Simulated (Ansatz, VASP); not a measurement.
## One calculation of CaCdF4, two programs

Contents of POSCAR:

```
CaCdF4
1.0
    1.9120005209      1.1038940137      6.2664304147
   -1.9120005209      1.1038940137      6.2664304147
    0.0000000000     -2.2077880326      6.2664304138
Cd F Ca
1 4 1
Direct
    0.0000000000      0.0000000000      0.0000000000
    0.1244780409      0.1244780409      0.1244780409
    0.3746415348      0.3746415348      0.3746415348
    0.6253584652      0.6253584652      0.6253584652
    0.8755219591      0.8755219591      0.8755219591
    0.5000000000      0.5000000000      0.5000000000
```

File INCAR.step1:

```
SYSTEM = CaCdF4
  PREC = Accurate
  ENCUT = 520
  ISMEAR = 0
  SIGMA = 0.01
  LREAL = .False.
  LASPH = .True.
  NELM = 100
  NBANDS = 34
  GGA = PE
  ALGO = Normal
  EDIFF = 1E-4
  LWAVE = .True.
  LCHARG = .False.
```

File INCAR.step2:

```
SYSTEM = CaCdF4
  PREC = Accurate
  ENCUT = 520
  EDIFF = 1E-7
  ISMEAR = 0
  SIGMA = 0.01
  LREAL = .False.
  LASPH = .True.
  NELM = 100
  ALGO = Normal
  ISIF = 2
  LWAVE = .False.
  LCHARG = .True.
  METAGGA = R2SCAN
  LMIXTAU = .True.
  LELF = .True.
  LVHAR = .True.
  NBANDS = 34
  ISTART = 1
```

The input KPOINTS:

```
regular mesh
0
Gamma
  8 8 8
  0 0 0
```

Input for Ansatz:

```yaml
crystal:
  lattice:
    - [1.9120005209, 1.1038940137, 6.2664304147]
    - [-1.9120005209, 1.1038940137, 6.2664304147]
    - [0.0, -2.2077880326, 6.2664304138]
  atoms:
    - { symbol: Cd, position: [0.0, 0.0, 0.0] }
    - { symbol: F, position: [0.1244780409, 0.1244780409, 0.1244780409] }
    - { symbol: F, position: [0.3746415348, 0.3746415348, 0.3746415348] }
    - { symbol: Ca, position: [0.5, 0.5, 0.5] }
    - { symbol: F, position: [0.6253584652, 0.6253584652, 0.6253584652] }
    - { symbol: F, position: [0.8755219591, 0.8755219591, 0.8755219591] }
kpoints:
  mp_grid: { grid: [8, 8, 8] }
  band_path:
    path:
      - [0.0, 0.0, 0.0]
      - [0.5, 0.5, 0.5]
      - [0.8126451167, 0.1873548833, 0.5]
      - [0.5, -0.1873548833, 0.1873548833]
      - [0.5, 0.0, 0.0]
      - [0.3436774417, -0.3436774417, 0.0]
      - [0.6563225583, 0.0, 0.3436774417]
      - [0.5, 0.0, 0.5]
      - [0.0, 0.5, 0.5]
    npoints: 1
hamiltonian:
  xc: r2scan
scf:
  occupations: { method: fixed }
  n_extra_bands: 5
output:
  forces: true
  stress: true
  eigenvalues: true
```

Alike in both runs: task single point; functional r2SCAN; k mesh 8 × 8 × 8; no spin polarisation.

|  | VASP | Ansatz |
| --- | --- | --- |
| version | VASP 6.6.1 | Ansatz 0.2.0 |
| potentials or method | VASP PAW PBE potentials, release 64 (Cd, F, Ca_sv) | plane waves, PAW |
| plane-wave cutoff (eV) | 520 | 500 |
| occupations | gaussian, width 0.01 eV | fixed |
| valence electrons in the cell | 50 | 58 |

|  | VASP | Ansatz | Ansatz less VASP |
| --- | --- | --- | --- |
| gap on the k mesh at the Fermi level (eV) | 5.14 | 5.17 | +0.036 |
| pressure (GPa) | 0.8 | 0.0 | -0.79 |
| rms of the force components (eV/Å) | 0.006 | 0.000 | -0.0058 |

VASP's potentials were made for PBE, not for r2SCAN. VASP's potentials hold 50 valence electrons a cell and Ansatz's 58, so a difference there can come from the potentials and not from the codes.
